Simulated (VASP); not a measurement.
# Ca (P6/mmm) in VASP: single point with PBE

Aim: the single point of Ca with PBE.

Everything below comes from runs of VASP 6.6.1. Logs are shortened: lines on timing, memory, paths and dates and some standing lists are left out, and cuts for length are marked.

**1. The cell of the first run**

It takes space group P6/mmm (No. 191, hexagonal). Conventional cell: a = 3.974 Å, b = 3.974 Å, c = 3.607 Å, α = 90.00°, β = 90.00°, γ = 120.00°. Within 4.7 Å of Ca (site symmetry 6/mmm) lie 8 Ca at 3.61 to 3.97 Å.

This isn't the form of Ca at room conditions, which is fcc.

**2. Single point, PBE (Ba replaced by Ca, lengths x 0.891, strained)**

Input file INCAR:

```
ALGO = Normal ; EDIFF = 1E-6
ENCUT = 520 ; GGA = PE
ISIF = 2 ; ISMEAR = 0
LASPH = T ; LCHARG = F
LREAL = F ; LWAVE = F
NBANDS = 11 ; NELM = 80
PREC = Accurate ; SIGMA = 0.1
```

Input file KPOINTS:

```
k-points
0
Gamma
  12 12 12
```

Input file POSCAR:

```
Ca
1.0
    3.9743344075      0.0000000000      0.0000000000
   -1.9871672038      3.4418745600      0.0000000000
    0.0000000000      0.0000000000      3.6072835413
Ca
1
Direct
    0.0000000000      0.0000000000      0.0000000000
```

Potentials or basis: VASP PAW PBE potentials, release 64 (Ca_sv).

Launch:

```
$ cat potpaw_PBE.64/Ca_sv/POTCAR > POTCAR
$ mpirun -np 1 vasp_std > vasp.out
```

OUTCAR:

```text
EDIFF = 1E-6
   ENCUT = 520
   GGA = PE
   ISIF = 2
   ISMEAR = 0
   LASPH = T
   LREAL = F
   NELM = 80
   PREC = Accurate

 ion  position               nearest neighbor table
   1  0.000  0.000  0.000-

  LATTYP: Found a hexagonal cell.
 ALAT       =     3.9743344075
 C/A-ratio  =     0.9076446950

  Lattice vectors:

 A1 = (   3.9743344075,   0.0000000000,   0.0000000000)
 A2 = (  -1.9871672038,   3.4418745600,   0.0000000000)
 A3 = (   0.0000000000,   0.0000000000,   3.6072835413)

Analysis of symmetry for initial positions (statically):
=====================================================================
 Subroutine PRICEL returns:
 Original cell was already a primitive cell.

 Routine SETGRP: Setting up the symmetry group for a
 hexagonal supercell.

 Subroutine GETGRP returns: Found 24 space group operations
 (whereof 24 operations were pure point group operations)
 out of a pool of 24 trial point group operations.

The static configuration has the point symmetry D_6h.

Analysis of symmetry for dynamics (positions and initial velocities):
=====================================================================
 Subroutine PRICEL returns:
 Original cell was already a primitive cell.

 Routine SETGRP: Setting up the symmetry group for a
 hexagonal supercell.

 Subroutine GETGRP returns: Found 24 space group operations
 (whereof 24 operations were pure point group operations)
 out of a pool of 24 trial point group operations.

The dynamic configuration has the point symmetry D_6h.

 Subroutine INISYM returns: Found 24 space group operations
 (whereof 24 operations are pure point group operations),
 and found     1 'primitive' translations

----------------------------------------------------------------------------------------

                                     Primitive cell

  volume of cell :      49.3446

  direct lattice vectors                    reciprocal lattice vectors
     3.974334408  0.000000000  0.000000000     0.251614459  0.145269675  0.000000000
    -1.987167204  3.441874560  0.000000000     0.000000000  0.290539351  0.000000000
     0.000000000  0.000000000  3.607283541     0.000000000  0.000000000  0.277216911

  length of vectors
     3.974334408  3.974334407  3.607283541     0.290539351  0.290539351  0.277216911

  position of ions in fractional coordinates (direct lattice)
     0.000000000  0.000000000  0.000000000

  ion indices of the primitive-cell ions
   primitive index   ion index
                 1           1

----------------------------------------------------------------------------------------

 KPOINTS: k-points

Automatic generation of k-mesh.
 Grid dimensions read from file:
 generate k-points for:   12   12   12

 Generating k-lattice:

  Cartesian coordinates                     Fractional coordinates (reciprocal lattice)
     0.020967872  0.012105806  0.000000000     0.083333333  0.000000000  0.000000000
     0.000000000  0.024211613  0.000000000     0.000000000  0.083333333  0.000000000
     0.000000000  0.000000000  0.023101409     0.000000000  0.000000000  0.083333333

  Length of vectors
     0.024211613  0.024211613  0.023101409

  Shift w.r.t. Gamma in fractional coordinates (k-lattice)
     0.000000000  0.000000000  0.000000000

 Subroutine IBZKPT returns following result:
 ===========================================

 Found    133 irreducible k-points:

 Following reciprocal coordinates:
            Coordinates               Weight
  0.000000  0.000000  0.000000      1.000000
  0.083333  0.000000  0.000000      6.000000
  0.166667 -0.000000  0.000000      6.000000
  0.250000  0.000000  0.000000      6.000000
  0.333333 -0.000000  0.000000      6.000000
  0.416667 -0.000000  0.000000      6.000000
[... 16 lines left out ...]
  0.250000  0.000000  0.083333     12.000000
  0.333333 -0.000000  0.083333     12.000000
 [... further k-points ...]
   k-points           NKPTS =    133   k-points in BZ     NKDIM =    133   number of bands    NBANDS=     11
   number of dos      NEDOS =    301   number of ions     NIONS =      1
   total plane-waves  NPLWV =  25200
   dimension x,y,z NGX =    30 NGY =   30 NGZ =   28
   dimension x,y,z NGXF=    60 NGYF=   60 NGZF=   56
   ions per type =               1
   NGX,Y,Z   is equivalent  to a cutoff of  12.55, 12.55, 12.90 a.u.
   NGXF,Y,Z  is equivalent  to a cutoff of  25.10, 25.10, 25.81 a.u.
 SYSTEM =  unknown system
   PREC   = accura    normal or accurate (medium, high low for compatibility)
   ISTART =      0    job   : 0-new  1-cont  2-samecut
   ICHARG =      2    charge: 1-file 2-atom 10-const
   ISPIN  =      1    spin polarized calculation?
   LNONCOLLINEAR =      F non collinear calculations
   LSORBIT =      F    spin-orbit coupling
   LASPH  =      T    aspherical Exc in radial PAW
   ENCUT  =  520.0 eV  38.22 Ry    6.18 a.u.   7.39  7.39  6.71*2*pi/ulx,y,z
   NELM   =     80;   NELMIN=  2; NELMDL= -5     # of ELM steps
   EDIFF  = 0.1E-05   stopping-criterion for ELM
   LREAL  =      F    real-space projection
   EDIFFG = 0.1E-04   stopping-criterion for IOM
   NSW    =      0    number of steps for IOM
   IBRION =     -1    ionic relax: 0-MD 1-quasi-New 2-CG
   NFREE  =      0    steps in history (QN), initial steepest desc. (CG)
   ISIF   =      2    stress and relaxation
   ISYM   =      2    0-nonsym 1-usesym 2-fastsym
   POTIM  = 0.5000    time-step for ionic-motion
   TEBEG  =    0.0;   TEEND  =   0.0 temperature during run
   PSTRESS=    0.0 pullay stress
   NELECT =      10.0000    total number of electrons
   NUPDOWN=      -1.0000    fix difference up-down
   EMIN   =  10.00;   EMAX   =-10.00  energy-range for DOS
   EFERMI =   0.00;   METHOD = LEGACY
   ISMEAR =     0;   SIGMA  =   0.10  broadening in eV -4-tet -1-fermi 0-gaus
   EFERMI_NEDOS =   21; number of points for ismear=-14 and -15
   IALGO  =     38    algorithm
   IMIX   =      4    mixing-type and parameters
     AMIX     =   0.40;   BMIX     =  1.00
     AMIX_MAG =   1.60;   BMIX_MAG =  1.00
  volume/ion in A,a.u.               =      49.34       332.99
  Fermi-wavevector in a.u.,A,eV,Ry     =   0.961601  1.817162 12.580988  0.924677
  Thomas-Fermi vector in A             =   2.090987
   LORBIT       =      0    0 simple, 1 ext, 2 COOP (PROOUT), +10 PAW based schemes
   GGA     = PE    functional components
   LHFCALC =     F    Hartree Fock is set to
   AEXX    =    0.0000 exact exchange contribution
   IVDW    =     0    specifies the selected vdW correction
   LEPSILON=     F    determine dielectric tensor
   LRPA    =     F    only Hartree local field effects (RPA)
 non-spin polarized calculation
 Gauss-broadening in eV      SIGMA  =   0.10
  energy-cutoff  :      520.00
  volume of cell :       49.34
 maximum number of plane-waves:      1346
 NGX is ok and might be reduce to    30
   NGX = 15   NGY = 15   NGZ = 13

 number of electron      10.0000002 magnetization

 Free energy of the ion-electron system (eV)
  ---------------------------------------------------
  ext. energy  EPLUGINS =         0.00000000
  ---------------------------------------------------
  free energy    TOTEN  =        -1.66338638 eV

  energy without entropy =       -1.65526813  energy(sigma->0) =       -1.65932726

 E-fermi :   1.3392     XC(G=0):  -7.2567

 val. band max:        1.3320286359   @ k =   0.4167   0.0833   0.1667
 cond. band min:       1.3447535704   @ k =   0.4167   0.0833   0.5000
 fundamental gap:      0.0127249345
 Fermi energy:         1.3392234308

 k-point     1 :       0.0000    0.0000    0.0000
  band No.  band energies     occupation
      1     -41.1162      2.00000
      2     -22.0390      2.00000
      3     -22.0390      2.00000
      4     -22.0272      2.00000
      5      -2.3499      2.00000
      6       2.2195      0.00000
      7       3.4105      0.00000
      8       3.4105      0.00000
      9       5.0122      0.00000
     10       5.0122      0.00000
     11       9.4115      0.00000

 k-point     2 :       0.0833    0.0000    0.0000
  band No.  band energies     occupation
      1     -41.1157      2.00000
      2     -22.0448      2.00000
      3     -22.0404      2.00000
      4     -22.0267      2.00000
      5      -2.2500      2.00000
      6       2.2442      0.00000
      7       3.2860      0.00000
      8       3.4821      0.00000
      9       4.9371      0.00000
     10       5.0010      0.00000
     11       9.5980      0.00000

 k-point     3 :       0.1667   -0.0000    0.0000
  band No.  band energies     occupation
      1     -41.1144      2.00000
      2     -22.0606      2.00000
      3     -22.0442      2.00000
      4     -22.0252      2.00000
      5      -1.9558      2.00000
      6       2.3054      0.00000
      7       2.9648      0.00000
      8       3.6912      0.00000
      9       4.7518      0.00000
     10       4.9707      0.00000
     11       8.5930      0.00000

 k-point     4 :       0.2500    0.0000    0.0000
  band No.  band energies     occupation
      1     -41.1127      2.00000
      2     -22.0821      2.00000
      3     -22.0494      2.00000
      4     -22.0230      2.00000
      5      -1.4839      2.00000
      6       2.3637      0.00000
      7       2.5419      0.00000
      8       4.0191      0.00000
      9       4.5340      0.00000
     10       4.9297      0.00000
     11       7.3741      0.00000

 k-point     5 :       0.3333   -0.0000    0.0000
  band No.  band energies     occupation
      1     -41.1109      2.00000
      2     -22.1035      2.00000
      3     -22.0546      2.00000
      4     -22.0209      2.00000
      5      -0.8654      2.00000
      6       2.0465      0.00000
      7       2.3855      0.00000
      8       4.3449      0.00000
      9       4.4251      0.00000
     10       4.8894      0.00000
     11       6.4117      0.00000

 k-point     6 :       0.4167   -0.0000    0.0000
  band No.  band energies     occupation
      1     -41.1097      2.00000
      2     -22.1191      2.00000
      3     -22.0584      2.00000
      4     -22.0194      2.00000
      5      -0.1606      2.00000
      6       1.4797      0.04690
      7       2.3470      0.00000
      8       4.2200      0.00000
      9       4.8191      0.00000
     10       4.8603      0.00000
     11       5.8312      0.00000

 k-point     7 :       0.5000    0.0000    0.0000
  band No.  band energies     occupation
      1     -41.1092      2.00000
      2     -22.1248      2.00000
      3     -22.0598      2.00000
      4     -22.0188      2.00000
      5       0.3519      2.00000
      6       1.0217      1.99999
      7       2.3204      0.00000
      8       4.1767      0.00000
      9       4.8497      0.00000
     10       5.0045      0.00000
     11       5.6466      0.00000

 k-point     8 :       0.0833    0.0833    0.0000
  band No.  band energies     occupation
      1     -41.1148      2.00000
      2     -22.0553      2.00000
      3     -22.0433      2.00000
      4     -22.0256      2.00000
      5      -2.0529      2.00000
      6       2.2872      0.00000
      7       3.0658      0.00000
      8       3.6218      0.00000
      9       4.8109      0.00000
     10       4.9768      0.00000
     11       9.2162      0.00000
[... 141 lines left out ...]
 k-point    19 :       0.3333    0.3333    0.0000
  band No.  band energies     occupation
      1     -41.1083      2.00000
      2     -22.0991      2.00000
      3     -22.0991      2.00000
      4     -22.0178      2.00000
      5       1.3144      1.27445
      6       1.3144      1.27445
      7       1.4860      0.03791
      8       4.4383      0.00000
      9       4.4383      0.00000
     10       4.9239      0.00000
     11       5.6628      0.00000

 k-point    20 :       0.0000    0.0000    0.0833
  band No.  band energies     occupation
      1     -41.1153      2.00000
      2     -22.0380      2.00000
      3     -22.0380      2.00000
      4     -22.0379      2.00000
      5      -2.2589      2.00000
      6       2.2468      0.00000
      7       3.4326      0.00000
      8       3.4326      0.00000
      9       4.9189      0.00000
     10       4.9189      0.00000
     11       8.7410      0.00000

 k-point    21 :       0.0833    0.0000    0.0833
  band No.  band energies     occupation
      1     -41.1149      2.00000
      2     -22.0438      2.00000
      3     -22.0394      2.00000
      4     -22.0373      2.00000
      5      -2.1594      2.00000
      6       2.2752      0.00000
      7       3.3102      0.00000
      8       3.5035      0.00000
      9       4.8347      0.00000
     10       4.9061      0.00000
     11       8.8984      0.00000

 k-point    22 :       0.1667   -0.0000    0.0833
  band No.  band energies     occupation
      1     -41.1136      2.00000
      2     -22.0596      2.00000
      3     -22.0432      2.00000
      4     -22.0357      2.00000
      5      -1.8666      2.00000
      6       2.3474      0.00000
      7       2.9930      0.00000
      8       3.7100      0.00000
      9       4.6297      0.00000
     10       4.8715      0.00000
     11       8.7232      0.00000

 k-point    23 :       0.2500    0.0000    0.0833
  band No.  band energies     occupation
      1     -41.1119      2.00000
      2     -22.0811      2.00000
      3     -22.0485      2.00000
      4     -22.0335      2.00000
      5      -1.3973      2.00000
      6       2.4237      0.00000
      7       2.5711      0.00000
      8       4.0311      0.00000
      9       4.3973      0.00000
     10       4.8263      0.00000
     11       7.5018      0.00000

 k-point    24 :       0.3333   -0.0000    0.0833
  band No.  band energies     occupation
      1     -41.1101      2.00000
      2     -22.1024      2.00000
      3     -22.0536      2.00000
      4     -22.0313      2.00000
      5      -0.7824      2.00000
      6       2.0827      0.00000
      7       2.4523      0.00000
      8       4.2222      0.00000
      9       4.4180      0.00000
     10       4.7894      0.00000
     11       6.5069      0.00000

 [... further k-points ...]
[... 5 lines left out ...]
  --------------------------------------------------------------------------------------
  -------------------------------------------------------------------------------------
  Total       -0.6652352     -0.6652352     -0.1493560      0.0000000      0.0000000      0.0000000
  in kB      -21.5996175    -21.5996175     -4.8494609      0.0000000      0.0000000      0.0000000
  external PRESSURE =     -16.0162320 kB  Pullay stress =       0.0000000 kB

 VOLUME and BASIS-vectors are now :
 -----------------------------------------------------------------------------
  energy-cutoff  :      520.00
  volume of cell :       49.34
      direct lattice vectors                 reciprocal lattice vectors
     3.974334408  0.000000000  0.000000000     0.251614459  0.145269675  0.000000000
    -1.987167204  3.441874560  0.000000000     0.000000000  0.290539351  0.000000000
     0.000000000  0.000000000  3.607283541     0.000000000  0.000000000  0.277216911

 POSITION                                       TOTAL-FORCE (eV/Angst)
 -----------------------------------------------------------------------------------
      0.00000      0.00000      0.00000        -0.000000      0.000000      0.000000
 -----------------------------------------------------------------------------------
    total drift:                                0.000000      0.000000     -0.000000

  FREE ENERGIE OF THE ION-ELECTRON SYSTEM (eV)
  ---------------------------------------------------
  free  energy   TOTEN  =        -1.6633863798 eV

  energy  without entropy=       -1.6552681320  energy(sigma->0) =       -1.65932726
```

It took 45 s on 1 thread of Intel Xeon 8259CL, shared host; peak memory 0.21 GiB.

What came out:

| Property | Result |
| --- | --- |
| Free energy | -1.6634 eV |
| Pressure | -1.6 GPa |
| Band gap on the k mesh | zero (bands 5 and 6 overlap by 1.17 eV) |

Caveat: the cell differs from its parent crystal (Ba replaced by Ca, lengths x 0.891, strained).
